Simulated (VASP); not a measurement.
# HPbNO4 (P1) in VASP: notebook

The runs below take HPbNO4 through single point, with r2SCAN0, LDA, r2SCAN+D4.

Program: VASP 6.6.1. These are calculated values, not measurements. Logs are shortened: lines on timing, memory, paths and dates and some standing lists are left out, and cuts for length are marked.

## 1. The cell of the first run

The typed cell holds 7 atoms: a = 3.858 Å, b = 5.535 Å, c = 6.055 Å, α = 106.62°, β = 93.97°, γ = 90.45°.

## 2. Single point, r2SCAN0

The input, POSCAR:

```
HPbNO4
1.0
    3.8540400000      0.1438400000      0.0901200000
   -0.2532000000      5.5269800000      0.1647100000
   -0.4819700000     -1.9272000000      5.7202500000
H Pb N O
1 1 1 4
Direct
    0.1091300000      0.6571800000      0.5446300000
    0.6102900000      0.5212700000      0.1510000000
    0.9158000000      0.9626300000      0.9586700000
    0.0138400000      0.1363900000      0.8808400000
    0.7239800000      0.0105700000      0.1285800000
    0.0038900000      0.7373200000      0.8704300000
    0.1192700000      0.5932400000      0.3765100000
```

The input, INCAR.step1:

```
SYSTEM = HPbNO4
PREC = Accurate
ENCUT = 520
EDIFF = 1E-5
ISMEAR = -1
SIGMA = 0.05
LREAL = .False.
LASPH = .True.
NELM = 80
ALGO = Normal
ISIF = 2
LWAVE = .True.
LCHARG = .False.
GGA = PE
NBANDS = 31
```

The input, INCAR.step2:

```
SYSTEM = HPbNO4
PREC = Accurate
ENCUT = 520
EDIFF = 1E-7
ISMEAR = -1
SIGMA = 0.05
LREAL = .False.
LASPH = .True.
NELM = 80
ALGO = Normal
ISIF = 2
LWAVE = .False.
LCHARG = .False.
METAGGA = R2SCAN
LHFCALC = .True.
AEXX = 0.25
LMIXTAU = .True.
PRECFOCK = Fast
ISTART = 1
NBANDS = 31
```

The input, KPOINTS:

```
regular mesh
0
Gamma
  3 2 2
  0 0 0
```

Potentials or basis: VASP PAW PBE potentials, release 64 (H, Pb_d, N, O).

The run is started by

```bash
$ cat potpaw_PBE.64/H/POTCAR potpaw_PBE.64/Pb_d/POTCAR potpaw_PBE.64/N/POTCAR potpaw_PBE.64/O/POTCAR > POTCAR
$ cp INCAR.step1 INCAR
$ mpirun -np 1 vasp_std > vasp.out
$ cp INCAR.step2 INCAR
$ mpirun -np 1 vasp_std > vasp.out
```

OUTCAR:

```text
SYSTEM = HPbNO4
   PREC = Accurate
   ENCUT = 520
   EDIFF = 1E-7
   ISMEAR = -1
   LREAL = .False.
   LASPH = .True.
   NELM = 80
   ISIF = 2
   METAGGA = R2SCAN
   LHFCALC = .True.
   AEXX = 0.25
   PRECFOCK = Fast
   ISTART = 1

 ion  position               nearest neighbor table
   1  0.109  0.657  0.545-   7 0.98
   2  0.610  0.521  0.151-   7 2.28   7 2.38   5 2.78   5 2.83   4 2.84   6 2.85
   3  0.916  0.963  0.959-   4 1.25   6 1.27   5 1.28
   4  0.014  0.136  0.881-   3 1.25   2 2.84
   5  0.724  0.011  0.129-   3 1.28   2 2.78   2 2.83
   6  0.004  0.737  0.870-   3 1.27   2 2.85
   7  0.119  0.593  0.377-   1 0.98   2 2.28   2 2.38

  LATTYP: Found a triclinic cell.
 ALAT       =     6.9506566964
 B/A-ratio  =     0.5550232440
 C/A-ratio  =     0.7963604173
 COS(alpha) =     0.0077737674
 COS(beta)  =     0.2535091708
 COS(gamma) =     0.4946358889

  Lattice vectors:

 A1 = (  -3.3720700000,   1.7833600000,  -5.8103700000)
 A2 = (  -3.8540400000,  -0.1438400000,  -0.0901200000)
 A3 = (  -0.2532000000,   5.5269800000,   0.1647100000)

Analysis of symmetry for initial positions (statically):
=====================================================================
 Subroutine PRICEL returns:
 Original cell was already a primitive cell.

 Routine SETGRP: Setting up the symmetry group for a
 triclinic supercell.

 Subroutine GETGRP returns: Found  1 space group operations
 (whereof  1 operations were pure point group operations)
 out of a pool of  2 trial point group operations.

The static configuration has the point symmetry C_1 .

Analysis of symmetry for dynamics (positions and initial velocities):
=====================================================================
 Subroutine PRICEL returns:
 Original cell was already a primitive cell.

 Routine SETGRP: Setting up the symmetry group for a
 triclinic supercell.

 Subroutine GETGRP returns: Found  1 space group operations
 (whereof  1 operations were pure point group operations)
[... 96 lines left out ...]
   LREAL  =      F    real-space projection
   EDIFFG = 0.1E-05   stopping-criterion for IOM
   NSW    =      0    number of steps for IOM
   IBRION =     -1    ionic relax: 0-MD 1-quasi-New 2-CG
   NFREE  =      0    steps in history (QN), initial steepest desc. (CG)
   ISIF   =      2    stress and relaxation
   ISYM   =      3    0-nonsym 1-usesym 2-fastsym
   POTIM  = 0.5000    time-step for ionic-motion
   TEBEG  =    0.0;   TEEND  =   0.0 temperature during run
   PSTRESS=    0.0 pullay stress
   NELECT =      44.0000    total number of electrons
   NUPDOWN=      -1.0000    fix difference up-down
   EMIN   =  10.00;   EMAX   =-10.00  energy-range for DOS
   EFERMI =   0.00;   METHOD = LEGACY
   ISMEAR =    -1;   SIGMA  =   0.05  broadening in eV -4-tet -1-fermi 0-gaus
   EFERMI_NEDOS =   21; number of points for ismear=-14 and -15
   IALGO  =     38    algorithm
   IMIX   =      1    mixing-type and parameters
     AMIX     =   0.40;   BMIX     =  1.00
     AMIX_MAG =   1.60;   BMIX_MAG =  1.00
  volume/ion in A,a.u.               =      17.65       119.11
  Fermi-wavevector in a.u.,A,eV,Ry     =   1.160402  2.192842 18.320693  1.346533
  Thomas-Fermi vector in A             =   2.296985
   LORBIT       =      0    0 simple, 1 ext, 2 COOP (PROOUT), +10 PAW based schemes
   METAGGA = R2SCAN    functional components
   LHFCALC =     T    Hartree Fock is set to
   PRECFOCK=fast      Normal, Fast or Accurate (Low or Medium for compatibility)
   ENCUT4O =  -1.0   cutoff for four orbital integrals eV
   NKREDX  =     1    reduce k-point grid by
   NKREDY  =     1    reduce k-point grid by
   NKREDZ  =     1    reduce k-point grid by
   AEXX    =    0.2500 exact exchange contribution
   HFSCREEN=    0.0000 screening length (either q_TF or 0.3 A-1)
   HFSCREENC=   0.0000 screening length for correlation (either q_TF or 0.3 A-1)
   ENCUTFOCK=  -1.0 apply spherical cutoff to Coloumb kernel
   IVDW    =     0    specifies the selected vdW correction
   LEPSILON=     F    determine dielectric tensor
   LRPA    =     F    only Hartree local field effects (RPA)
 non-spin polarized calculation
  energy-cutoff  :      520.00
  volume of cell :      123.55
 maximum number of plane-waves:      3341
 NGX is ok and might be reduce to    30
  NGX = 16; NGY = 24; NGZ = 28

 number of electron      44.0000005 magnetization

 Free energy of the ion-electron system (eV)
  ---------------------------------------------------
  ext. energy  EPLUGINS =         0.00000000
  ---------------------------------------------------
  free energy    TOTEN  =       -98.45070563 eV

  energy without entropy =      -98.45070563  energy(sigma->0) =      -98.45070563

 E-fermi :  -1.1033     XC(G=0):  -6.1986

 val. band max:       -2.2094578267   @ k =   0.3333   0.5000   0.5000
 cond. band min:       3.2891316330   @ k =   0.3333  -0.0000   0.5000
 fundamental gap:      5.4985894597
 Fermi energy:        -1.1033254114

 k-point     1 :       0.0000    0.0000    0.0000
  band No.  band energies     occupation
      1     -31.0295      2.00000
      2     -25.1135      2.00000
      3     -24.8523      2.00000
      4     -22.1409      2.00000
      5     -18.8325      2.00000
      6     -18.8066      2.00000
[... 261 lines left out ...]
     30      10.8240      0.00000
     31      11.3569      0.00000

------------------------ aborting loop because EDIFF is reached ----------------------------------------

  FORCE on cell =-STRESS in cart. coord.  units (eV):
  Direction    XX          YY          ZZ          XY          YZ          ZX
  --------------------------------------------------------------------------------------
  -------------------------------------------------------------------------------------
  Total       -2.8668490     -3.4159875     -3.2808364     -0.0546410     -0.0168271      1.1765425
  in kB      -37.1760904    -44.2970878    -42.5445059     -0.7085621     -0.2182067     15.2569082
  external PRESSURE =     -41.3392280 kB  Pullay stress =       0.0000000 kB

 VOLUME and BASIS-vectors are now :
 -----------------------------------------------------------------------------
  energy-cutoff  :      520.00
  volume of cell :      123.55
      direct lattice vectors                 reciprocal lattice vectors
     3.854040000  0.143840000  0.090120000     0.258457951  0.011080161  0.025509840
    -0.253200000  5.526980000  0.164710000    -0.008065233  0.178786348  0.059555063
    -0.481970000 -1.927200000  5.720250000    -0.003839658 -0.005322572  0.172700798

 POSITION                                       TOTAL-FORCE (eV/Angst)
 -----------------------------------------------------------------------------------
     -0.00830      2.59831      3.23350         0.106050     -0.023627     -0.702643
      2.14732      2.67783      1.00462         0.072308      0.004758      0.175037
      2.82374      3.60462      5.72492        -0.000509     -0.054281      0.037739
     -0.40573     -0.94174      5.06234        -0.393156     -1.123338      0.501871
      2.72560     -0.08524      0.80250         0.863991      0.104597     -1.025486
     -0.59122      2.39822      5.10087        -0.457092      1.053786      0.610778
      0.12800      2.57037      2.26219        -0.191591      0.038106      0.402704
 -----------------------------------------------------------------------------------
    total drift:                                0.003999     -0.000588      0.000989

  FREE ENERGIE OF THE ION-ELECTRON SYSTEM (eV)
  ---------------------------------------------------
  free  energy   TOTEN  =       -98.4507056314 eV

  energy  without entropy=      -98.4507056313  energy(sigma->0) =      -98.45070563
```

OUTCAR.step1:

```text
SYSTEM = HPbNO4
   PREC = Accurate
   ENCUT = 520
   EDIFF = 1E-5
   ISMEAR = -1
   LREAL = .False.
[... 499 lines left out ...]
      2.72560     -0.08524      0.80250        -0.173501     -0.023046      0.206486
     -0.59122      2.39822      5.10087         0.123149     -0.319912     -0.156696
      0.12800      2.57037      2.26219         0.019339      0.001462     -0.089031
 -----------------------------------------------------------------------------------
    total drift:                               -0.000401      0.000396      0.000557

  FREE ENERGIE OF THE ION-ELECTRON SYSTEM (eV)
  ---------------------------------------------------
  free  energy   TOTEN  =       -40.3840075570 eV

  energy  without entropy=      -40.3840075569  energy(sigma->0) =      -40.38400756
```

OSZICAR.step1:

```text
N       E                     dE             d eps       ncg     rms          rms(c)
DAV:   1     0.459350066899E+03    0.45935E+03   -0.21092E+04   496   0.138E+03
DAV:   2     0.970485702994E+01   -0.44965E+03   -0.41854E+03   562   0.386E+02
DAV:   3    -0.430988823750E+02   -0.52804E+02   -0.51842E+02   601   0.146E+02
DAV:   4    -0.453232292883E+02   -0.22243E+01   -0.22173E+01   659   0.348E+01
DAV:   5    -0.454133297193E+02   -0.90100E-01   -0.90077E-01   638   0.603E+00    0.148E+01
DAV:   6    -0.404643086837E+02    0.49490E+01   -0.18607E+01   752   0.308E+01    0.577E+00
DAV:   7    -0.404319323487E+02    0.32376E-01   -0.20121E+00   510   0.833E+00    0.357E+00
DAV:   8    -0.403980037253E+02    0.33929E-01   -0.46903E-01   656   0.463E+00    0.112E+00
DAV:   9    -0.403820014106E+02    0.16002E-01   -0.77052E-02   761   0.211E+00    0.396E-01
DAV:  10    -0.403837169672E+02   -0.17156E-02   -0.15584E-02   594   0.758E-01    0.213E-01
DAV:  11    -0.403839141082E+02   -0.19714E-03   -0.23120E-03   718   0.425E-01    0.650E-02
DAV:  12    -0.403839939804E+02   -0.79872E-04   -0.36538E-04   675   0.134E-01    0.218E-02
DAV:  13    -0.403840071869E+02   -0.13206E-04   -0.45898E-05   533   0.461E-02    0.102E-02
DAV:  14    -0.403840075570E+02   -0.37005E-06   -0.98191E-06   466   0.240E-02
   1 F= -.40384008E+02 E0= -.40384008E+02  d E =-.483458E-10
```

It took 9.9 min on 1 thread of AMD EPYC 7R43 (Zen 3), shared host; peak memory 0.25 GiB.

Results:

* Free energy: -98.4507 eV
* Pressure: -4.1 GPa
* Largest force: 1.345 eV/Å
* Band gap on the k mesh: 5.50 eV (least direct gap 5.65 eV)

Forces on the atoms (eV/Å):
```
H    0.106 -0.024 -0.703
Pb   0.072  0.005  0.175
N   -0.001 -0.054  0.038
O   -0.393 -1.123  0.502
O    0.864  0.105 -1.025
O   -0.457  1.054  0.611
O   -0.192  0.038  0.403
```

Stress tensor (GPa, compression positive):
```
-3.72 -0.07  1.53
-0.07 -4.43 -0.02
 1.53 -0.02 -4.25
```

Levels at points of the mesh, in eV from the valence-band top:
```tsv
k point	band 18	band 19	band 20	band 21	band 22	band 23	band 24	band 25	band 26	band 27
(0.00, 0.00, 0.00)	-2.30	-2.07	-1.80	-1.21	-1.11	5.91	6.65	8.24	8.33	10.46
(0.00, 0.50, 0.00)	-2.24	-1.83	-1.46	-1.35	-1.09	5.98	6.57	6.99	9.80	10.47
(0.00, 0.00, 0.50)	-2.11	-1.88	-1.50	-1.29	-1.05	5.62	6.11	8.21	9.75	10.76
(0.00, 0.50, 0.50)	-2.22	-1.90	-1.39	-1.30	-1.02	5.93	6.25	7.02	9.71	10.60
```

Caveat: the k points lie up to 0.59 Å⁻¹ apart; the standard files for N, O and F lose accuracy on very short bonds; the PAW data sets were made with another functional, which shifts forces and pressure a little; spin-orbit coupling is left out, which moves the levels of the heavy elements; an odd mesh through Γ misses points on the zone boundary, where band edges can lie.

## 3. Single point, LDA

The input, INCAR:

```
PREC = Accurate
ENCUT = 520
EDIFF = 1E-6
ISMEAR = -1
SIGMA = 0.05
LREAL = False
LASPH = True
NELM = 100
ALGO = Normal
ISIF = 2
LWAVE = False
LCHARG = True
LELF = True
LVHAR = True
NBANDS = 31
```

The input, KPOINTS:

```
regular mesh
0
Gamma
  5 4 4
```

POSCAR is that of step 2.

Potentials or basis: VASP PAW LDA potentials, release 64 (H, Pb_d, N, O).

The run is started by

```bash
$ cat potpaw_LDA.64/H/POTCAR potpaw_LDA.64/Pb_d/POTCAR potpaw_LDA.64/N/POTCAR potpaw_LDA.64/O/POTCAR > POTCAR
$ mpirun -np 1 vasp_std > vasp.out
```

It took 2 min on 1 thread of AMD EPYC 7R13 (Zen 3), shared host; peak memory 0.26 GiB.

It converged, with:

| Item | Value |
| --- | --- |
| Free energy | -44.4719 eV |
| Pressure | -3.7 GPa |
| Largest force | 0.783 eV/Å |
| Band gap on the k mesh | 3.06 eV (least direct gap 3.13 eV) |

Forces in eV/Å, atoms in the order of the input:
```
H   -0.082  0.003  0.497
Pb   0.132  0.007  0.148
N   -0.014  0.023  0.050
O   -0.135 -0.323  0.300
O    0.220  0.000 -0.388
O   -0.122  0.278  0.175
O    0.001  0.011 -0.783
```

Stress tensor (GPa, compression positive):
```
-4.33 -0.03  0.59
-0.03 -4.08 -0.03
 0.59 -0.03 -2.83
```

Levels at points of the mesh, in eV from the valence-band top:
```tsv
k point	band 18	band 19	band 20	band 21	band 22	band 23	band 24	band 25	band 26	band 27
(0.00, 0.00, 0.00)	-1.93	-1.72	-1.51	-0.70	-0.40	3.41	4.22	5.67	5.86	7.69
(0.00, 0.50, 0.00)	-1.91	-1.52	-1.14	-0.88	-0.56	3.47	4.17	4.53	7.38	7.67
(0.00, 0.00, 0.50)	-1.75	-1.56	-1.27	-0.74	-0.38	3.20	3.68	5.66	6.99	8.22
(0.00, 0.50, 0.50)	-1.88	-1.58	-1.00	-0.86	-0.55	3.44	3.89	4.52	7.32	7.81
```

Caveat: the standard files for N, O and F lose accuracy on very short bonds; the cell stands under tension; spin-orbit coupling is left out, which moves the levels of the heavy elements; an odd mesh through Γ misses points on the zone boundary, where band edges can lie.

## 4. Single point, r2SCAN+D4

This run uses another cell than the first one, of 15.31 Å³/atom.

The input, POSCAR:

```
HPbNO4
1.0
    3.7873007215      0.1583187054     -0.2509986214
   -0.2339532801      5.4607719664     -0.1006918255
   -0.9671308488     -2.1896589452      5.2826178143
H Pb N O
1 1 1 4
Direct
    0.1901836508      0.6696501963      0.5744105703
    0.6042708039      0.5242895385      0.1411667838
    0.8811275644      0.9532044080      0.9499484177
   -0.0477604701      0.1115467164      0.8566475238
    0.7229837885      0.0267570045      0.1303049477
   -0.0366318841      0.7180918728      0.8649654424
    0.1820265466      0.6150602634      0.3932163142
```

The input, INCAR.step1:

```
SYSTEM = HPbNO4
PREC = Accurate
ENCUT = 520
ISMEAR = -1
SIGMA = 0.05
LREAL = .False.
LASPH = .True.
NELM = 100
NBANDS = 31
GGA = PE
ALGO = Normal
EDIFF = 1E-4
LWAVE = .True.
LCHARG = .False.
```

The input, INCAR.step2:

```
SYSTEM = HPbNO4
PREC = Accurate
ENCUT = 520
EDIFF = 1E-7
ISMEAR = -1
SIGMA = 0.05
LREAL = .False.
LASPH = .True.
NELM = 100
ALGO = Normal
ISIF = 2
LWAVE = .False.
LCHARG = .False.
METAGGA = R2SCAN
LMIXTAU = .True.
IVDW = 13
VDW_S6 = 1.0
VDW_S8 = 0.6018749
VDW_A1 = 0.51559235
VDW_A2 = 5.77342911
NBANDS = 31
ISTART = 1
```

The input, KPOINTS:

```
Automatic mesh
0
Gamma
  5 4 4
  0 0 0
```

Potentials or basis: VASP PAW PBE potentials, release 64 (H, Pb_d, N, O).

The run is started by

```bash
$ cat potpaw_PBE.64/H/POTCAR potpaw_PBE.64/Pb_d/POTCAR potpaw_PBE.64/N/POTCAR potpaw_PBE.64/O/POTCAR > POTCAR
$ cp INCAR.step1 INCAR
$ mpirun -np 1 vasp_std > vasp.out
$ cp INCAR.step2 INCAR
$ mpirun -np 1 vasp_std > vasp.out
```

Run time: 15 min. Hardware: 1 thread of AMD EPYC, shared host; peak memory 0.29 GiB.

The run converged. Its results:

- Free energy: -98.3263 eV
- Pressure: 1.0 GPa
- Largest force: 0.620 eV/Å
- Band gap on the k mesh: 3.37 eV (least direct gap 3.39 eV)
- Dispersion energy per atom: -0.047 eV

Forces in eV/Å, atoms in the order of the input:
```
H   -0.032 -0.023  0.170
Pb  -0.037  0.006 -0.055
N   -0.016 -0.044  0.024
O    0.162  0.542 -0.255
O   -0.334 -0.011  0.419
O    0.210 -0.486 -0.201
O    0.048  0.016 -0.102
```

Stress tensor (GPa, compression positive):
```
 0.55 -0.06 -0.77
-0.06  1.49 -0.13
-0.77 -0.13  1.00
```

Levels at points of the mesh, in eV from the valence-band top:
| k point | band 20 | band 21 | band 22 | band 23 | band 24 | band 25 |
| --- | --- | --- | --- | --- | --- | --- |
| (0.00, 0.00, 0.00) | -1.63 | -0.94 | -0.78 | 3.67 | 4.98 | 6.49 |
| (0.00, 0.50, 0.00) | -1.24 | -1.09 | -0.89 | 3.73 | 4.73 | 5.35 |
| (0.00, 0.00, 0.50) | -1.36 | -1.02 | -0.74 | 3.46 | 4.35 | 6.47 |
| (0.00, 0.50, 0.50) | -1.15 | -0.97 | -0.84 | 3.69 | 4.50 | 5.35 |

Caveat: the standard files for N, O and F lose accuracy on very short bonds; the PAW data sets were made with another functional, which shifts forces and pressure a little; spin-orbit coupling is left out, which moves the levels of the heavy elements; an odd mesh through Γ misses points on the zone boundary, where band edges can lie.

## 5. Summary

```tsv
level	potentials or basis	cell	k mesh	grid for exact exchange (PRECFOCK)	share of exact exchange	gap on the mesh (eV)	pressure (GPa)	largest force (eV/Å)
r2SCAN0	VASP PAW PBE potentials, release 64 (H, Pb_d, N, O)	a = 3.858, b = 5.535, c = 6.055 Å, angles 106.6, 94.0, 90.4°, 7 atoms, atomic positions A	3 × 2 × 2	Fast	0.25	5.50	-4.1	1.35
LDA	VASP PAW LDA potentials, release 64 (H, Pb_d, N, O)	a = 3.858, b = 5.535, c = 6.055 Å, angles 106.6, 94.0, 90.4°, 7 atoms, atomic positions A	5 × 4 × 4	-	-	3.06	-3.7	0.78
r2SCAN+D4	VASP PAW PBE potentials, release 64 (H, Pb_d, N, O)	a = 3.799, b = 5.467, c = 5.800 Å, angles 112.8, 104.0, 90.0°, 7 atoms, atomic positions B	5 × 4 × 4	-	-	3.37	1.0	0.62
```

Alike in all rows: task single point; no spin polarisation; cutoff (eV) 520; smearing fermi-dirac 0.05 eV.

Caveats: some runs use coarse meshes; the standard files for N, O and F lose accuracy on very short bonds; spin-orbit coupling is left out, which moves the levels of the heavy elements; an odd mesh through Γ misses points on the zone boundary, where band edges can lie; the PAW data sets were made with another functional, which shifts forces and pressure a little (at least some runs); the cell stands under tension (at least some runs).

Total energies depend on the potentials used, so only differences within one code and one set of settings carry meaning.
